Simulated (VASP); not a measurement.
# V3Mo (Fm-3m) in VASP: notebook

The runs below take V3Mo through single point, with LDA.

Program: VASP 6.6.1. These are calculated values, not measurements. Logs are shortened: lines on timing, memory, paths and dates and some standing lists are left out, and cuts for length are marked.

## Step 1: The cell of the first run

It takes space group Fm-3m (No. 225, cubic). The conventional cell has a = 6.048 Å, b = 6.048 Å, c = 6.048 Å, α = 90.00°, β = 90.00°, γ = 90.00°. V (site symmetry -43m) has 10 V at 2.62 to 3.02 Å and 4 Mo at 2.62 Å within 3.5 Å. Within 3.5 Å of V (site symmetry m-3m) lie 8 V at 2.62 Å and 6 Mo at 3.02 Å. Within 3.5 Å of Mo (site symmetry m-3m) lie 14 V at 2.62 to 3.02 Å.

## Step 2: Single point, LDA, collinear spin, zero start

Contents of INCAR:

```
  ALGO = Normal
  EDIFF = 1E-6
  ENCUT = 500
  GGA = CA
  GGA_COMPAT = False
  ISIF = 2
  ISMEAR = -1
  ISPIN = 2
  LASPH = True
  LCHARG = False
  LMAXMIX = 4
  LORBIT = 11
  LREAL = False
  LWAVE = False
  MAGMOM = 0 0 0 0
  NBANDS = 38
  NELM = 200
  NUPDOWN = 0.0
  PREC = Accurate
  SIGMA = 0.05
```

Contents of KPOINTS:

```
k-points
0
Gamma
  7 7 7
```

Contents of POSCAR:

```
V3Mo
1.0
    0.0000000000      3.0240870900      3.0240870900
    3.0240870900      0.0000000000      3.0240870900
    3.0240870900      3.0240870900      0.0000000000
V Mo
3 1
Direct
    0.2500000000      0.2500000000      0.2500000000
    0.7500000000      0.7500000000      0.7500000000
    0.5000000000      0.5000000000      0.5000000000
    0.0000000000      0.0000000000      0.0000000000
```

Potentials or basis: VASP PAW LDA potentials, release 64 (V_sv, Mo_sv).

Run with:

```sh
cat potpaw_LDA.64/V_sv/POTCAR potpaw_LDA.64/Mo_sv/POTCAR > POTCAR
mpirun -np 1 vasp_std > vasp.out
```

OUTCAR:

```text
EDIFF = 1E-6
   ENCUT = 500
   GGA = CA
   ISIF = 2
   ISMEAR = -1
   ISPIN = 2
   LASPH = True
   LORBIT = 11
   LREAL = False
   NELM = 200
   NUPDOWN = 0.0
   PREC = Accurate

 ion  position               nearest neighbor table
   1  0.250  0.250  0.250-   4 2.62   4 2.62   4 2.62   3 2.62   4 2.62   3 2.62   3 2.62   3 2.62

   2  0.750  0.750  0.750-   3 2.62   3 2.62   3 2.62   3 2.62   4 2.62   4 2.62   4 2.62   4 2.62

   3  0.500  0.500  0.500-   1 2.62   1 2.62   1 2.62   1 2.62   2 2.62   2 2.62   2 2.62   2 2.62
                             4 3.02   4 3.02   4 3.02   4 3.02   4 3.02   4 3.02
   4  0.000  0.000  0.000-   2 2.62   2 2.62   2 2.62   1 2.62   2 2.62   1 2.62   1 2.62   1 2.62
                             3 3.02   3 3.02   3 3.02   3 3.02   3 3.02   3 3.02

  LATTYP: Found a face centered cubic cell.
 ALAT       =     6.0481741800

  Lattice vectors:

 A1 = (   0.0000000000,   3.0240870900,   3.0240870900)
 A2 = (   3.0240870900,   0.0000000000,   3.0240870900)
 A3 = (   3.0240870900,   3.0240870900,   0.0000000000)

Analysis of symmetry for initial positions (statically):
=====================================================================
 Subroutine PRICEL returns:
 Original cell was already a primitive cell.

 Routine SETGRP: Setting up the symmetry group for a
 face centered cubic supercell.

 Subroutine GETGRP returns: Found 48 space group operations
 (whereof 48 operations were pure point group operations)
 out of a pool of 48 trial point group operations.

The static configuration has the point symmetry O_h .

Analysis of symmetry for dynamics (positions and initial velocities):
=====================================================================
 Subroutine PRICEL returns:
 Original cell was already a primitive cell.

 Routine SETGRP: Setting up the symmetry group for a
 face centered cubic supercell.

 Subroutine GETGRP returns: Found 48 space group operations
 (whereof 48 operations were pure point group operations)
 out of a pool of 48 trial point group operations.

The dynamic configuration has the point symmetry O_h .

Analysis of structural, dynamic, and magnetic symmetry:
=====================================================================
 Subroutine PRICEL returns:
 Original cell was already a primitive cell.

 Routine SETGRP: Setting up the symmetry group for a
 face centered cubic supercell.

 Subroutine GETGRP returns: Found 48 space group operations
[... 127 lines left out ...]
   GGA     = CA    functional components
   LHFCALC =     F    Hartree Fock is set to
   AEXX    =    0.0000 exact exchange contribution
   IVDW    =     0    specifies the selected vdW correction
   LEPSILON=     F    determine dielectric tensor
   LRPA    =     F    only Hartree local field effects (RPA)
 spin polarized calculation
  energy-cutoff  :      500.00
  volume of cell :       55.31
 maximum number of plane-waves:      1418
   NGX = 15   NGY = 15   NGZ = 15

 number of electron      53.0000021 magnetization      -0.0000000

 number of electron      53.0000021 magnetization       0.0000000

 Free energy of the ion-electron system (eV)
  ---------------------------------------------------
  ext. energy  EPLUGINS =         0.00000000
  ---------------------------------------------------
  free energy    TOTEN  =       -42.19058578 eV

  energy without entropy =      -42.14671308  energy(sigma->0) =      -42.16864943

 E-fermi :  10.3055     XC(G=0): -13.3999

 val. band max:       10.2938706187   @ k =   0.2857   0.1429   0.0000
 cond. band min:      10.3685451614   @ k =  -0.2857   0.4286   0.1429
 fundamental gap:      0.0746745427
 Fermi energy:        10.3054782855

 spin component 1

 k-point     1 :       0.0000    0.0000    0.0000
  band No.  band energies     occupation
      1     -52.6226      1.00000
      2     -52.4685      1.00000
      3     -52.3910      1.00000
      4     -49.4675      1.00000
      5     -26.9672      1.00000
      6     -26.9672      1.00000
[... 809 lines left out ...]
     37      14.2681      0.00000
     38      14.3975      0.00000
 Fermi energy:        10.3054784501

 spin component 2

 k-point     1 :       0.0000    0.0000    0.0000
  band No.  band energies     occupation
      1     -52.6226      1.00000
      2     -52.4685      1.00000
      3     -52.3910      1.00000
      4     -49.4675      1.00000
      5     -26.9672      1.00000
      6     -26.9672      1.00000
[... 809 lines left out ...]
     37      14.2681      0.00000
     38      14.3975      0.00000

------------------------ aborting loop because EDIFF is reached ----------------------------------------

  FORCE on cell =-STRESS in cart. coord.  units (eV):
  Direction    XX          YY          ZZ          XY          YZ          ZX
  --------------------------------------------------------------------------------------
  -------------------------------------------------------------------------------------
  Total       -3.6892595     -3.6892595     -3.6892595     -0.0000000      0.0000000      0.0000000
  in kB     -106.8653477   -106.8653477   -106.8653477     -0.0000000      0.0000000      0.0000000
  external PRESSURE =    -106.8653477 kB  Pullay stress =       0.0000000 kB

 VOLUME and BASIS-vectors are now :
 -----------------------------------------------------------------------------
  energy-cutoff  :      500.00
  volume of cell :       55.31
      direct lattice vectors                 reciprocal lattice vectors
     0.000000000  3.024087090  3.024087090    -0.165339154  0.165339154  0.165339154
     3.024087090  0.000000000  3.024087090     0.165339154 -0.165339154  0.165339154
     3.024087090  3.024087090  0.000000000     0.165339154  0.165339154 -0.165339154

 POSITION                                       TOTAL-FORCE (eV/Angst)
 -----------------------------------------------------------------------------------
      1.51204      1.51204      1.51204        -0.000000     -0.000000     -0.000000
      4.53613      4.53613      4.53613         0.000000      0.000000      0.000000
      3.02409      3.02409      3.02409        -0.000000     -0.000000     -0.000000
      0.00000      0.00000      0.00000        -0.000000     -0.000000     -0.000000
 -----------------------------------------------------------------------------------
    total drift:                                0.000000     -0.000000      0.000000

  FREE ENERGIE OF THE ION-ELECTRON SYSTEM (eV)
  ---------------------------------------------------
  free  energy   TOTEN  =       -42.1905857827 eV

  energy  without entropy=      -42.1467130814  energy(sigma->0) =      -42.16864943

 total charge

# of ion       s       p       d       tot
------------------------------------------
    1        2.343   6.227   3.135  11.705
    2        2.343   6.227   3.135  11.705
    3        2.331   6.221   3.100  11.651
    4        2.410   6.179   4.047  12.636
--------------------------------------------------
tot          9.428  24.854  13.417  47.698

 magnetization (x)

# of ion       s       p       d       tot
------------------------------------------
    1       -0.000  -0.000   0.000  -0.000
    2       -0.000  -0.000   0.000  -0.000
    3       -0.000   0.000   0.000   0.000
    4        0.000  -0.000   0.000   0.000
--------------------------------------------------
tot          0.000  -0.000   0.000   0.000
```

stdout:

```text
POSCAR found type information on POSCAR V Mo
 POSCAR found :  2 types and       4 ions
 scaLAPACK will be used
 LDA part: xc-table for (Slater(with rela. corr.)+CA(PZ))
 , standard interpolation
 POSCAR, INCAR and KPOINTS ok, starting setup
 FFT: planning ... GRIDC
 FFT: planning ... GRID_SOFT
 FFT: planning ... GRID
 WAVECAR not read
 entering main loop
```

Wall time 44 s (1 thread of Intel Xeon Platinum 8488C (Sapphire Rapids), shared host); peak memory 0.18 GiB.

What came out:

```yaml
Free_energy: -42.1906 eV
Pressure: -10.7 GPa
Net_moment: 0.00 μB per cell
Valence_electrons_inside_the_program's_atomic_spheres: V 11.71, 11.65 (each value once); Mo 12.64
```

Caveat: the cell stands under tension; the total moment is fixed, so each spin has its own Fermi level.

## Step 3: Single point, LDA, collinear spin, ferromagnetic start

Contents of INCAR:

```
SYSTEM = V3Mo
  PREC = Accurate
  ENCUT = 500
  EDIFF = 1E-6
  ISMEAR = -1
  SIGMA = 0.05
  LREAL = .False.
  LASPH = .True.
  NELM = 200
  ALGO = Normal
  ISIF = 2
  LWAVE = .False.
  LCHARG = .False.
  ISPIN = 2
  MAGMOM = 0.28 0.28 0.51 0.06
  LORBIT = 11
  NUPDOWN = 1.3
  LMAXMIX = 4
  GGA = CA
  NBANDS = 38
  GGA_COMPAT = .False.
```

Contents of KPOINTS:

```
regular mesh
0
Gamma
  7 7 7
  0 0 0
```

POSCAR is that of step 2.

Potentials or basis: VASP PAW LDA potentials, release 64 (V_sv, Mo_sv).

Run with:

```sh
cat potpaw_LDA.64/V_sv/POTCAR potpaw_LDA.64/Mo_sv/POTCAR > POTCAR
mpirun -np 1 vasp_std > vasp.out
```

OUTCAR:

```text
SYSTEM = V3Mo
   PREC = Accurate
   ENCUT = 500
   EDIFF = 1E-6
   ISMEAR = -1
   LREAL = .False.
   LASPH = .True.
   NELM = 200
   ISIF = 2
   ISPIN = 2
   LORBIT = 11
   NUPDOWN = 1.3
   GGA = CA

 ion  position               nearest neighbor table
   1  0.250  0.250  0.250-   4 2.62   4 2.62   4 2.62   3 2.62   4 2.62   3 2.62   3 2.62   3 2.62

   2  0.750  0.750  0.750-   3 2.62   3 2.62   3 2.62   3 2.62   4 2.62   4 2.62   4 2.62   4 2.62

   3  0.500  0.500  0.500-   1 2.62   1 2.62   1 2.62   1 2.62   2 2.62   2 2.62   2 2.62   2 2.62
                             4 3.02   4 3.02   4 3.02   4 3.02   4 3.02   4 3.02
   4  0.000  0.000  0.000-   2 2.62   2 2.62   2 2.62   1 2.62   2 2.62   1 2.62   1 2.62   1 2.62
                             3 3.02   3 3.02   3 3.02   3 3.02   3 3.02   3 3.02

  LATTYP: Found a face centered cubic cell.
 ALAT       =     6.0481741800

  Lattice vectors:

 A1 = (   0.0000000000,   3.0240870900,   3.0240870900)
 A2 = (   3.0240870900,   0.0000000000,   3.0240870900)
 A3 = (   3.0240870900,   3.0240870900,   0.0000000000)

Analysis of symmetry for initial positions (statically):
=====================================================================
 Subroutine PRICEL returns:
 Original cell was already a primitive cell.

 Routine SETGRP: Setting up the symmetry group for a
 face centered cubic supercell.

 Subroutine GETGRP returns: Found 48 space group operations
 (whereof 48 operations were pure point group operations)
 out of a pool of 48 trial point group operations.

The static configuration has the point symmetry O_h .

Analysis of symmetry for dynamics (positions and initial velocities):
=====================================================================
 Subroutine PRICEL returns:
 Original cell was already a primitive cell.

 Routine SETGRP: Setting up the symmetry group for a
 face centered cubic supercell.

 Subroutine GETGRP returns: Found 48 space group operations
 (whereof 48 operations were pure point group operations)
 out of a pool of 48 trial point group operations.

The dynamic configuration has the point symmetry O_h .

[... 161 lines left out ...]
 cond. band min:      10.3092226092   @ k =  -0.1429   0.1429   0.0000
 fundamental gap:     -0.2103688157
 Fermi energy:        10.5506527448

 spin component 1

 k-point     1 :       0.0000    0.0000    0.0000
  band No.  band energies     occupation
      1     -52.7778      1.00000
      2     -52.5821      1.00000
      3     -52.5430      1.00000
      4     -49.4657      1.00000
      5     -27.1261      1.00000
      6     -27.1261      1.00000
[... 809 lines left out ...]
     37      14.1702      0.00000
     38      14.2896      0.00000
 Fermi energy:        10.2334452354

 spin component 2

 k-point     1 :       0.0000    0.0000    0.0000
  band No.  band energies     occupation
      1     -52.4753      1.00000
      2     -52.3525      1.00000
      3     -52.2142      1.00000
      4     -49.4243      1.00000
      5     -26.8097      1.00000
      6     -26.8097      1.00000
[... 809 lines left out ...]
     37      14.3742      0.00000
     38      14.5234      0.00000

------------------------ aborting loop because EDIFF is reached ----------------------------------------

  FORCE on cell =-STRESS in cart. coord.  units (eV):
  Direction    XX          YY          ZZ          XY          YZ          ZX
  --------------------------------------------------------------------------------------
  -------------------------------------------------------------------------------------
  Total       -3.3869301     -3.3869301     -3.3869301     -0.0000000      0.0000000     -0.0000000
  in kB      -98.1078918    -98.1078918    -98.1078918     -0.0000000      0.0000000     -0.0000000
  external PRESSURE =     -98.1078918 kB  Pullay stress =       0.0000000 kB

 VOLUME and BASIS-vectors are now :
 -----------------------------------------------------------------------------
  energy-cutoff  :      500.00
  volume of cell :       55.31
      direct lattice vectors                 reciprocal lattice vectors
     0.000000000  3.024087090  3.024087090    -0.165339154  0.165339154  0.165339154
     3.024087090  0.000000000  3.024087090     0.165339154 -0.165339154  0.165339154
     3.024087090  3.024087090  0.000000000     0.165339154  0.165339154 -0.165339154

 POSITION                                       TOTAL-FORCE (eV/Angst)
 -----------------------------------------------------------------------------------
      1.51204      1.51204      1.51204        -0.000000     -0.000000      0.000000
      4.53613      4.53613      4.53613         0.000000      0.000000     -0.000000
      3.02409      3.02409      3.02409         0.000000      0.000000      0.000000
      0.00000      0.00000      0.00000         0.000000      0.000000      0.000000
 -----------------------------------------------------------------------------------
    total drift:                                0.000000     -0.000000      0.000000

  FREE ENERGIE OF THE ION-ELECTRON SYSTEM (eV)
  ---------------------------------------------------
  free  energy   TOTEN  =       -42.0994138289 eV

  energy  without entropy=      -42.0581112101  energy(sigma->0) =      -42.07876252

 total charge

# of ion       s       p       d       tot
------------------------------------------
    1        2.345   6.228   3.133  11.705
    2        2.345   6.228   3.133  11.705
    3        2.332   6.221   3.098  11.651
    4        2.411   6.180   4.050  12.640
--------------------------------------------------
tot          9.432  24.856  13.413  47.701

 magnetization (x)

# of ion       s       p       d       tot
------------------------------------------
    1        0.005   0.017   0.252   0.274
    2        0.005   0.017   0.252   0.274
    3        0.007   0.022   0.444   0.473
    4        0.000   0.014   0.059   0.073
--------------------------------------------------
tot          0.017   0.071   1.008   1.095
```

Wall time 44 s (1 thread of Intel Xeon Platinum 8488C (Sapphire Rapids), shared host); peak memory 0.2 GiB.

Results:

```
Free energy                                           : -42.0994 eV
Pressure                                              : -9.8 GPa
Net moment                                            : 1.30 μB per cell
Site moments                                          : V +0.27, +0.47 (each value once); Mo +0.07 μB
Valence electrons inside the program's atomic spheres : V 11.71, 11.65 (each value once); Mo 12.64
```

Caveat: the cell stands under tension; the total moment is fixed, so each spin has its own Fermi level.

## Step 4: Single point, LDA, collinear spin, ferromagnetic start

Contents of INCAR:

```
  PREC = Accurate
  ENCUT = 500
  EDIFF = 1E-6
  ISMEAR = -1
  SIGMA = 0.05
  LREAL = F
  LASPH = T
  NELM = 200
  ALGO = Normal
  ISIF = 2
  LWAVE = F
  LCHARG = T
  ISPIN = 2
  MAGMOM = 0.6 0.6 0.95 0.14
  LORBIT = 11
  NUPDOWN = 2.7
  LMAXMIX = 4
  LELF = T
  LVHAR = T
  NBANDS = 38
  GGA_COMPAT = F
```

Contents of KPOINTS:

```
regular mesh
0
Gamma
  7 7 7
```

POSCAR is that of step 3.

Run with:

```sh
cat potpaw_LDA.64/V_sv/POTCAR potpaw_LDA.64/Mo_sv/POTCAR > POTCAR
mpirun -np 1 vasp_std > vasp.out
```

It took 47 s on 1 thread of Intel Xeon Platinum 8488C (Sapphire Rapids), shared host; peak memory 0.19 GiB.

Results (log left out):

| Item | Value |
| --- | --- |
| Free energy | -41.6942 eV |
| Pressure | -6.9 GPa |
| Net moment | 2.70 μB per cell |
| Site moments | V +0.58, +0.89 (each value once); Mo +0.16 μB |
| Valence electrons inside the program's atomic spheres | V 11.70, 11.64 (each value once); Mo 12.64 |

Caveat: the cell stands under tension; the total moment is fixed, so each spin has its own Fermi level.

## Step 5: Overview

| spin | fixed moment (μB) | pressure (GPa) | moment (μB) |
| --- | --- | --- | --- |
| collinear, zero start | 0.0 | -10.7 | 0.00 |
| collinear, ferromagnetic start | 1.3 | -9.8 | 1.30 |
| collinear, ferromagnetic start | 2.7 | -6.9 | 2.70 |

Alike in all rows: task single point; level LDA; potentials or basis VASP PAW LDA potentials, release 64 (V_sv, Mo_sv); cell as given; k mesh 7 × 7 × 7; cutoff (eV) 500; smearing fermi-dirac 0.05 eV.

Caveats: the cell stands under tension; the total moment is fixed, so each spin has its own Fermi level.

Total energies depend on the potentials used, so only differences within one code and one set of settings carry meaning.
